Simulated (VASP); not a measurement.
Runs of VASP 6.6.1 on KC. The structure is that of space group P4/mmm (No. 123), or close to it. The cells are those of the table. 

```csv
cell,k mesh,gap on the mesh (eV),pressure (GPa)
"a = 3.348, b = 3.348, c = 3.683 Å, 2 atoms",6 × 6 × 5,none,(a)
"a = 3.005, b = 3.005, c = 5.249 Å, 2 atoms",5 × 5 × 4,none,-0.1
"a = 3.305, b = 3.305, c = 3.714 Å, angles 90.0, 90.0, 89.7°, 2 atoms",6 × 6 × 4,none,0.3
"a = 3.054, b = 3.054, c = 5.161 Å, 2 atoms",6 × 6 × 4,none,0.3
```

Alike in all rows: task single point; level PBE; potentials or basis VASP PAW PBE potentials, release 64 (K_sv, C); no spin polarisation; cutoff (eV) 600; smearing gaussian 0.2 eV.

**Question.** Estimate the missing entries.

**Answer.** (a) 0.0.

Caveats: some runs use coarse meshes.

A gap of «none» marks levels without a gap at the run's occupations.
